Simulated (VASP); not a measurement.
A run of VASP 6.6.1:

Contents of INCAR:

```
SYSTEM = Pt
PREC = Accurate ; ENCUT = 520
EDIFF = 1E-6 ; ISMEAR = 0
SIGMA = 0.15 ; LREAL = .False.
LASPH = .True. ; NELM = 80
ALGO = Fast ; ISIF = 2
LWAVE = .False. ; LCHARG = .False.
GGA = PE ; NBANDS = 11
```

File KPOINTS:

```
regular mesh
0
Gamma
  20 20 20
  0 0 0
```

File POSCAR:

```
Pt
1.0
    0.0440527500      1.9579000000      1.9579000000
    1.9579000000      0.0440527500      1.9579000000
    2.0019527500      2.0019527500      0.0000000000
Pt
1
Direct
    0.0000000000      0.0000000000      0.0000000000
```

Potentials or basis: VASP PAW PBE potentials, release 64 (Pt).

Launch:

```console
$ cat potpaw_PBE.64/Pt/POTCAR > POTCAR
$ mpirun -np 1 vasp_std > vasp.out
```

Hardware: 1 thread of Intel(R) Xeon(R) 6975P-C (Granite Rapids), on a shared host.

**Question.** How long does it take, and how much memory?

**Answer.** Wall time 56 s on 1 thread of Intel(R) Xeon(R) 6975P-C (Granite Rapids), on a shared host, peak memory 0.31 GiB. Counts: scf iterations 12, k points 1166.
